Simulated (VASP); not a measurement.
Set up this calculation in VASP 6.6.1, as the native input.

| Item | Value |
| --- | --- |
| Task | relaxation of shape and atoms at fixed volume |
| Functional | PBE |
| Dispersion | D3(BJ) |
| Potentials or basis | VASP PAW PBE potentials, release 64 (B, N) |
| Cutoff | 600 eV |
| k mesh | 12 × 12 × 4 |
| Occupations | gaussian, width 0.02 eV |
| Spin | no spin polarisation |
| Dipole correction | no |
| Further INCAR settings | ALGO = Normal; EDIFF = 1e-07; IBRION = 2; EDIFFG = -0.01; NSW = 50; ISIF = 4 |

The structure of BN lies in POSCAR:

```
BN
1.0
    2.5312431199      0.0000000000      0.0000000000
   -1.2656215600      2.1921208450      0.0000000000
    0.0000000000      0.0000000000      6.6796145214
B N
2 2
Direct
    0.3333333333      0.6666666667      0.2500000000
    0.6666666667      0.3333333333      0.7500000000
    0.3333333333      0.6666666667      0.7500000000
    0.6666666667      0.3333333333      0.2500000000
```

This cell differs from its parent crystal: volume scaled by 1.03.

These files were run (other wordings do the same):

INCAR

```
PREC = Accurate
ENCUT = 600
EDIFF = 1E-7
ISMEAR = 0
SIGMA = 0.02
LREAL = False
LASPH = True
NELM = 80
ALGO = Normal
ISIF = 4
LWAVE = False
LCHARG = False
GGA = PE
IVDW = 12
IBRION = 2
NSW = 50
EDIFFG = -0.01
```

KPOINTS

```
Automatic mesh
0
Gamma
  12 12 4
```

Potentials or basis: VASP PAW PBE potentials, release 64 (B, N).

Run with:

```bash
$ cat potpaw_PBE.64/B/POTCAR potpaw_PBE.64/N/POTCAR > POTCAR
$ mpirun -np 1 vasp_std > vasp.out
```

It gave:

- Energy gained by relaxing: 5.0 meV/atom
- Ionic steps: 2
- Pressure after relaxing: -0.9 GPa
- Band gap on the k mesh: 4.30 eV, indirect (least direct gap 4.63 eV)
- Dispersion energy per atom: -0.137 eV

It took 39 s on 1 thread of Intel(R) Xeon(R) Platinum 8259CL CPU @ 2.50GHz (Skylake/Cascade Lake) (shared host), peak memory 0.18 GiB.
